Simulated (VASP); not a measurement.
Set up this calculation in VASP 6.6.1, as the native input.

| Quantity | Value |
| --- | --- |
| Task | single point |
| Functional | PBE |
| Potentials or basis | VASP PAW PBE potentials, release 64 (Cd, Te) |
| Cutoff | 520 eV |
| k mesh | 11 × 11 × 11 |
| Occupations | fermi-dirac, width 0.08 eV |
| Spin | no spin polarisation |
| Dipole correction | no |
| Further INCAR settings | ALGO = Normal; EDIFF = 1e-07; NBANDS = 16 |

The structure of CdTe (zincblende type) lies in POSCAR:

```
CdTe
1.0
    0.0000000000      2.9648444594      2.9648444594
    2.9648444594      0.0000000000      2.9648444594
    2.9648444594      2.9648444594      0.0000000000
Cd Te
1 1
Direct
    0.0000000000      0.0000000000      0.0000000000
    0.2500000000      0.2500000000      0.2500000000
```

This cell differs from its parent crystal: volume scaled by 0.72.

One way to write it, as run:

INCAR

```
PREC = Accurate ; ENCUT = 520
EDIFF = 1E-7 ; ISMEAR = -1
SIGMA = 0.08 ; LREAL = F
LASPH = T ; NELM = 100
ALGO = Normal ; ISIF = 2
LWAVE = F ; LCHARG = F
GGA = PE ; NBANDS = 16
```

KPOINTS

```
Automatic mesh
0
Gamma
  11 11 11
```

Potentials or basis: VASP PAW PBE potentials, release 64 (Cd, Te).

Run with:

```console
$ cat potpaw_PBE.64/Cd/POTCAR potpaw_PBE.64/Te/POTCAR > POTCAR
$ mpirun -np 1 vasp_std > vasp.out
```

It gave:

- Pressure: 25.8 GPa
- Band gap on the k mesh: 1.61 eV, direct

Caveat: spin-orbit coupling is left out, which moves the levels of the heavy elements.

Run time: 37 s on 1 thread of Intel(R) Xeon(R) Platinum 8488C (Sapphire Rapids), on a shared host, peak memory 0.2 GiB.
